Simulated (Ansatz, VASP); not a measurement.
## Te2Mo in VASP and in Ansatz

INCAR

```
SYSTEM = Te2Mo
PREC     = Accurate       ! precision mode
ENCUT    = 520            ! plane-wave cutoff, eV
EDIFF    = 1E-6           ! SCF threshold, eV
ISMEAR   = 0              ! smearing method
SIGMA    = 0.05           ! smearing width, eV
LREAL    = .FALSE.        ! projectors in reciprocal space
LASPH    = .TRUE.         ! aspherical terms in the spheres
NELM     = 80             ! most SCF steps
ALGO     = Normal         ! electronic algorithm
ISIF     = 2              ! what is computed and relaxed
LWAVE    = .FALSE.        ! write WAVECAR
LCHARG   = .FALSE.        ! write CHGCAR
LDIPOL   = .TRUE.       
IDIPOL   = 3            
DIPOL    = 0.5 0.5 0.399
GGA      = PE             ! functional
IVDW     = 12             ! dispersion correction
NBANDS   = 35             ! bands
```

File KPOINTS:

```
Automatic mesh
0
G
  9 9 1
  0 0 0
```

The input POSCAR:

```
Te2Mo
1.0
    3.5038817003      0.0000000000      0.0000000000
   -1.7519408501      3.0344505643      0.0000000000
    0.0000000000      0.0000000000     24.7677199090
Te Mo
4 2
Direct
    0.3333333333      0.6666666667      0.1816881011
    0.3333333333      0.6666666667      0.3284056823
    0.5000000000      1.0000000000      0.4689111471
    0.5000000000      1.0000000000      0.6156287282
    0.6666666667      0.3333333333      0.2550468917
    0.1666666667      1.3333333333      0.5422699377
```

Input for Ansatz:

```yaml
crystal:
  lattice:
    - [3.5038815618, 0.0, 0.0]
    - [-1.7519407809, 3.0344504444, 0.0]
    - [0.0, 0.0, 24.7677192917]
  atoms:
    - { symbol: Te, position: [0.3333333333, 0.6666666667, 0.1816881057] }
    - { symbol: Mo, position: [0.6666666667, 0.3333333333, 0.2550468918] }
    - { symbol: Te, position: [0.3333333333, 0.6666666667, 0.328405678] }
    - { symbol: Te, position: [0.5, 1.0, 0.4689111464] }
    - { symbol: Mo, position: [0.1666666667, 1.3333333333, 0.5422699325] }
    - { symbol: Te, position: [0.5, 1.0, 0.6156287187] }
basis:
  ecutwfc: 420
kpoints:
  mp_grid: { grid: [9, 9, 1] }
hamiltonian:
  xc: pbe
  pseudopotentials: { kind: paw, azcp: { folder: soft_1 } }
  dispersion: d3bj
scf:
  occupations: { method: gaussian, width: 0.05 }
output:
  forces: true
  eigenvalues: true
efield:
  axis: 3
  dipole_correction: true
  ramp_width: 0.04
```

Alike in both runs: task single point; functional PBE; dispersion D3(BJ); k mesh 9 × 9 × 1; occupations gaussian, width 0.05 eV; no spin polarisation.

```csv
,VASP,Ansatz
version,VASP 6.6.1,Ansatz 0.2.0
potentials or method,"VASP PAW PBE potentials, release 64 (Te, Mo_sv), cutoff 520 eV","scalar-relativistic, plane waves, PAW"
valence electrons in the cell,52,92
```

|  | VASP | Ansatz | Ansatz less VASP |
| --- | --- | --- | --- |
| gap on the k mesh at the Fermi level (eV) | 1.06 | 1.06 | -0.004 |
| least direct gap on the mesh (eV) | 1.15 | 1.15 | 0.000 |
| rms of the force components (eV/Å) | 0.058 | 0.061 | +0.0032 |

VASP's potentials hold 52 valence electrons a cell and Ansatz's 92, so a difference there can come from the potentials and not from the codes.

Spin-orbit coupling is off throughout.
